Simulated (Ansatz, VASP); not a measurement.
## Two plane-wave programs on W

Contents of INCAR:

```
PREC     = Accurate       # precision mode
ENCUT    = 520            # plane-wave cutoff, eV
EDIFF    = 1E-7           # SCF threshold, eV
ISMEAR   = 0              # smearing method
SIGMA    = 0.15           # smearing width, eV
LREAL    = F              # projectors in reciprocal space
LASPH    = T              # aspherical terms in the spheres
NELM     = 80             # most SCF steps
ALGO     = Fast           # electronic algorithm
ISIF     = 2              # what is computed and relaxed
LWAVE    = F              # write WAVECAR
LCHARG   = F              # write CHGCAR
GGA      = PE             # functional
NBANDS   = 13             # bands
```

The input KPOINTS:

```
regular mesh
0
Gamma
  20 20 20
```

POSCAR

```
W
1.0
   -1.6980259522      1.6236865766      1.6236865766
    1.6236865766     -1.6980259522      1.6236865766
    1.6236865766      1.6236865766     -1.6980259522
W
1
Direct
    0.0000000000      0.0000000000      0.0000000000
```

Input for Ansatz:

```yaml
crystal:
  lattice:
    - [-1.6980259522, 1.6236865766, 1.6236865766]
    - [1.6236865766, -1.6980259522, 1.6236865766]
    - [1.6236865766, 1.6236865766, -1.6980259522]
  atoms:
    - { symbol: W, position: [0.0, 0.0, 0.0] }
basis:
  ecutwfc: 420
kpoints:
  mp_grid: { grid: [20, 20, 20] }
hamiltonian:
  xc: pbe
  pseudopotentials: { kind: paw, azcp: { folder: soft_1 } }
scf:
  occupations: { method: gaussian, width: 0.15 }
output:
  forces: true
  stress: true
  eigenvalues: true
```

Change from the starting cell: equal engineering shear yz, xz and xy -0.0467, equal normal strain along x, y and z +0.0200.

Alike in both runs: task single point; functional PBE; k mesh 20 × 20 × 20; occupations gaussian, width 0.15 eV; no spin polarisation.

|  | VASP | Ansatz |
| --- | --- | --- |
| version | VASP 6.6.1 | Ansatz 0.2.0 |
| potentials or method | VASP PAW PBE potentials, release 64 (W_sv), cutoff 520 eV | scalar-relativistic, plane waves, PAW |
| valence electrons in the cell | 14 | 14 |

```tsv
	VASP	Ansatz	Ansatz less VASP
gap on the k mesh at the Fermi level (eV)	none	none	-
pressure (GPa)	-14.0	-14.4	-0.34
traceless stress, the component that is largest in VASP (GPa)	6.58	6.48	-0.095
```

A gap of «none» marks a metal or a gap that the smearing closes.

Spin-orbit coupling is off throughout.
